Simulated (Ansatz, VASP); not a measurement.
**Tc: VASP beside Ansatz**

```
CELL_PARAMETERS angstrom
0.00000 1.93691 1.93691
1.93691 0.00000 1.93691
1.93691 1.93691 0.00000
ATOMIC_POSITIONS crystal
Tc 0.00000 0.00000 0.00000
```

Change from the starting cell: volume scaled by 0.98.

Alike in both runs: task single point; functional PBEsol; k mesh 18 × 18 × 18; occupations fermi-dirac, width 0.03 eV; no spin polarisation.

|  | VASP | Ansatz |
| --- | --- | --- |
| version | VASP 6.6.1 | Ansatz 0.2.0 |
| potentials or method | VASP PAW PBE potentials, release 64 (Tc_pv), cutoff 520 eV | all-electron LAPW, scalar-relativistic |

```csv
,VASP,Ansatz,Ansatz less VASP
pressure (GPa),-10.4,-9.7,+0.62
```

VASP's potentials were made for PBE, not for PBEsol. Ansatz ran all-electron here, and VASP with PAW potentials.
